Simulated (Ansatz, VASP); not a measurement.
# Two plane-wave programs on CuAu

```xyz
2
Lattice="2.8690 0.0000 0.0000 0.0000 2.8690 0.0000 0.0000 0.0000 3.6461" Properties=species:S:1:pos:R:3 pbc="T T T"
Cu    1.4345    1.4345    1.8230
Au    0.0000    0.0000    0.0000
```

Alike in both runs: functional PBE; k mesh 18 × 18 × 18; occupations gaussian, width 0.1 eV; no spin polarisation.

Ansatz relaxed the structure, and its values are those at the end. VASP's run is a single point on that final structure, the one shown.

|  | VASP | Ansatz |
| --- | --- | --- |
| version | VASP 6.6.1 | Ansatz 0.2.0 |
| potentials or method | VASP PAW PBE potentials, release 64 (Cu, Au), cutoff 520 eV | scalar-relativistic, plane waves, PAW |
| valence electrons in the cell | 22 | 38 |

Ansatz gave:

```
gap on the k mesh at the Fermi level (eV) : none
pressure (GPa)                            : 0.0
```

Problem. Estimate VASP's values.

Solution. gap on the k mesh at the Fermi level (eV): none; pressure (GPa): -0.1.

A gap of «none» marks a metal or a gap that the smearing closes. With one functional, cell and mesh, what is left measures potentials, basis and numerics. VASP's potentials hold 22 valence electrons a cell and Ansatz's 38, so a difference there can come from the potentials and not from the codes.

Spin-orbit coupling is off throughout.
